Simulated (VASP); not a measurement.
Be:

```
CELL_PARAMETERS angstrom
2.26567 0.00000 0.00000
-1.13284 1.96213 0.00000
0.00000 0.00000 3.55870
ATOMIC_POSITIONS crystal
Be 0.33333 0.66667 0.25000
Be 0.66667 0.33333 0.75000
```

Base run:

| Property | Result |
| --- | --- |
| Program | VASP 6.6.1 |
| Functional | PBE |
| Potentials or basis | VASP PAW PBE potentials, release 64 (Be) |
| Cutoff | 520 eV |
| k mesh | 16 × 16 × 9 |
| Occupations | methfessel-paxton, width 0.01 eV |
| Spin | no spin polarisation |

Its results: band gap on the k mesh zero (band 2 reaches 7.95 eV, above the bottom of band 3 at 6.35 eV); pressure 0.2 GPa.

Task: The run is repeated on the same cell with these changes: occupations from methfessel-paxton, width 0.01 eV to gaussian, width 1 eV. What comes out?

Result: Band gap on the k mesh zero (band 2 reaches 7.95 eV, above the bottom of band 3 at 6.35 eV); pressure 0.6 GPa.
